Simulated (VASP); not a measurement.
# CsTl (Pm-3m) in VASP: notebook, part 2 of 2

VASP 6.6.1. The steps go on from the part before.

**3. Relaxation of cell and atoms, PBE**

INCAR

```
PREC = Accurate ; ENCUT = 600
EDIFF = 1E-6 ; ISMEAR = 0
SIGMA = 0.1 ; LREAL = F
LASPH = T ; NELM = 100
ALGO = Normal ; ISIF = 3
LWAVE = F ; LCHARG = F
GGA = PE ; IBRION = 2
NSW = 100 ; EDIFFG = -0.01
```

KPOINTS

```
regular mesh
0
Gamma
  12 12 12
```

POSCAR

```
CsTl
1.0
    4.6635967755      0.0000000000      0.0000000000
    0.0000000000      4.6635967755      0.0000000000
    0.0000000000      0.0000000000      4.6635967755
Cs Tl
1 1
Direct
    0.5000000000      0.5000000000      0.5000000000
    0.0000000000      0.0000000000      0.0000000000
```

Potentials or basis: VASP PAW PBE potentials, release 64 (Cs_sv, Tl_d).

Command:

```bash
$ cat potpaw_PBE.64/Cs_sv/POTCAR potpaw_PBE.64/Tl_d/POTCAR > POTCAR
$ mpirun -np 1 vasp_std > vasp.out
```

OUTCAR:

```text
PREC = Accurate
   ENCUT = 600
   EDIFF = 1E-6
   ISMEAR = 0
   LREAL = F
   LASPH = T
   NELM = 100
   ISIF = 3
   GGA = PE
   IBRION = 2
   NSW = 100
   EDIFFG = -0.01

 ion  position               nearest neighbor table
   1  0.500  0.500  0.500-
   2  0.000  0.000  0.000-

  LATTYP: Found a simple cubic cell.
 ALAT       =     4.6635967755

  Lattice vectors:

 A1 = (   4.6635967755,   0.0000000000,   0.0000000000)
 A2 = (   0.0000000000,   4.6635967755,   0.0000000000)
 A3 = (   0.0000000000,   0.0000000000,   4.6635967755)

Analysis of symmetry for initial positions (statically):
=====================================================================
 Subroutine PRICEL returns:
 Original cell was already a primitive cell.

 Routine SETGRP: Setting up the symmetry group for a
 simple cubic supercell.

 Subroutine GETGRP returns: Found 48 space group operations
[... 9 lines left out ...]

 Routine SETGRP: Setting up the symmetry group for a
 simple cubic supercell.

 Subroutine GETGRP returns: Found 48 space group operations
[... 11 lines left out ...]
                                     Primitive cell

  volume of cell :     101.4292

  direct lattice vectors                    reciprocal lattice vectors
     4.663596776  0.000000000  0.000000000     0.214426771  0.000000000  0.000000000
     0.000000000  4.663596776  0.000000000     0.000000000  0.214426771  0.000000000
     0.000000000  0.000000000  4.663596776     0.000000000  0.000000000  0.214426771

  length of vectors
     4.663596776  4.663596776  4.663596776     0.214426771  0.214426771  0.214426771

  position of ions in fractional coordinates (direct lattice)
     0.500000000  0.500000000  0.500000000
     0.000000000  0.000000000  0.000000000

  ion indices of the primitive-cell ions
   primitive index   ion index
                 1           1
                 2           2

[... 92 lines left out ...]
  volume/ion in A,a.u.               =      50.71       342.24
  Fermi-wavevector in a.u.,A,eV,Ry     =   0.983622  1.858775 13.163793  0.967511
  Thomas-Fermi vector in A             =   2.114793
   LORBIT       =      0    0 simple, 1 ext, 2 COOP (PROOUT), +10 PAW based schemes
   GGA     = PE    functional components
   LHFCALC =     F    Hartree Fock is set to
   AEXX    =    0.0000 exact exchange contribution
   IVDW    =     0    specifies the selected vdW correction
   LEPSILON=     F    determine dielectric tensor
   LRPA    =     F    only Hartree local field effects (RPA)
 conjugate gradient relaxation of ions
 non-spin polarized calculation
 Gauss-broadening in eV      SIGMA  =   0.10
  energy-cutoff  :      600.00
  volume of cell :      101.43
 maximum number of plane-waves:      3448
 NGX is ok and might be reduce to    40
   NGX = 19   NGY = 19   NGZ = 19

 number of electron      21.9999995 magnetization

 Free energy of the ion-electron system (eV)
  ---------------------------------------------------
  ext. energy  EPLUGINS =         0.00000000
  ---------------------------------------------------
  free energy    TOTEN  =        -2.92188614 eV

  energy without entropy =       -2.90794717  energy(sigma->0) =       -2.91491666

 E-fermi :   2.5155     XC(G=0):  -7.7739

 val. band max:        2.5128450106   @ k =   0.5000   0.4167   0.0833
 cond. band min:       2.5217594366   @ k =   0.4167   0.3333   0.2500
 fundamental gap:      0.0089144260
 Fermi energy:         2.5154689687

 k-point     1 :       0.0000    0.0000    0.0000
  band No.  band energies     occupation
      1     -20.1143      2.00000
      2      -9.1934      2.00000
      3      -9.1934      2.00000
      4      -9.1713      2.00000
      5      -9.1713      2.00000
      6      -9.1713      2.00000
      7      -6.8445      2.00000
      8      -6.8445      2.00000
      9      -6.8445      2.00000
     10      -4.1864      2.00000
     11       4.5395      0.00000
     12       4.5395      0.00000
     13       4.8235      0.00000
     14       4.8235      0.00000
[... 401 lines left out ...]
      2      -9.1935      2.00000
      3      -9.1849      2.00000
      4      -9.1797      2.00000
      5      -9.1763      2.00000
      6      -9.1441      2.00000
      7      -7.1742      2.00000
      8      -7.0733      2.00000
      9      -6.7723      2.00000
     10      -3.4484      2.00000
     11       2.2265      1.99996
     12       2.9421      0.00000
     13       4.8834      0.00000
     14       5.1720      0.00000
     15       6.5701      0.00000

 [... further k-points ...]
[... 5 lines left out ...]
  --------------------------------------------------------------------------------------
  -------------------------------------------------------------------------------------
  Total        0.0079341      0.0079341      0.0079341     -0.0000000      0.0000000      0.0000000
  in kB        0.1253274      0.1253274      0.1253274     -0.0000000      0.0000000      0.0000000
  external PRESSURE =       0.1253274 kB  Pullay stress =       0.0000000 kB

 VOLUME and BASIS-vectors are now :
 -----------------------------------------------------------------------------
  energy-cutoff  :      600.00
  volume of cell :      101.43
      direct lattice vectors                 reciprocal lattice vectors
     4.663596776  0.000000000  0.000000000     0.214426771  0.000000000  0.000000000
     0.000000000  4.663596776  0.000000000     0.000000000  0.214426771  0.000000000
     0.000000000  0.000000000  4.663596776     0.000000000  0.000000000  0.214426771

 POSITION                                       TOTAL-FORCE (eV/Angst)
 -----------------------------------------------------------------------------------
      2.33180      2.33180      2.33180         0.000000      0.000000      0.000000
      0.00000      0.00000      0.00000         0.000000      0.000000      0.000000
 -----------------------------------------------------------------------------------
    total drift:                               -0.000000      0.000000     -0.000000

  FREE ENERGIE OF THE ION-ELECTRON SYSTEM (eV)
  ---------------------------------------------------
  free  energy   TOTEN  =        -2.9218861433 eV

  energy  without entropy=       -2.9079471679  energy(sigma->0) =       -2.91491666

 reached required accuracy - stopping structural energy minimisation
```

OSZICAR:

```text
N       E                     dE             d eps       ncg     rms          rms(c)
DAV:   1     0.128881067512E+03    0.12888E+03   -0.10808E+04  2552   0.136E+03
DAV:   2     0.427390529870E+01   -0.12461E+03   -0.12302E+03  3038   0.250E+02
DAV:   3    -0.287913628731E+01   -0.71530E+01   -0.70794E+01  2709   0.519E+01
DAV:   4    -0.294347387560E+01   -0.64338E-01   -0.64318E-01  3360   0.596E+00
DAV:   5    -0.294391379404E+01   -0.43992E-03   -0.43991E-03  3073   0.473E-01    0.745E-01
DAV:   6    -0.292526557911E+01    0.18648E-01   -0.33625E-02  3185   0.132E+00    0.375E-01
DAV:   7    -0.292139234581E+01    0.38732E-02   -0.16557E-02  2954   0.900E-01    0.240E-01
DAV:   8    -0.292183836203E+01   -0.44602E-03   -0.33615E-03  3297   0.265E-01    0.361E-02
DAV:   9    -0.292188240040E+01   -0.44038E-04   -0.21583E-04  3178   0.101E-01    0.108E-02
DAV:  10    -0.292188665397E+01   -0.42536E-05   -0.15011E-05  3150   0.257E-02    0.494E-03
DAV:  11    -0.292188614325E+01    0.51072E-06   -0.31811E-06  3275   0.102E-02
   1 F= -.29218861E+01 E0= -.29149167E+01  d E =-.292189E+01
```

Run time: 58 s. Hardware: 1 thread of Intel Xeon 6975P-C (Granite Rapids), shared host; peak memory 0.35 GiB.

Results:

```yaml
Free_energy: -2.9219 eV
Pressure_after_relaxing: 0.0 GPa
Band_gap_on_the_k_mesh: zero (band 11 reaches 4.54 eV, above the bottom of band 12 at 1.89 eV)
```

Final structure:
```
Cs Tl
1.0
     4.66360    0.00000    0.00000
     0.00000    4.66360    0.00000
     0.00000    0.00000    4.66360
Cs Tl
1 1
Cartesian
  2.3318 2.3318 2.3318
  0.0000 0.0000 0.0000
```

Caveat: the relaxation stopped at its first step, so nothing moved; spin-orbit coupling is left out, which moves the levels of the heavy elements.
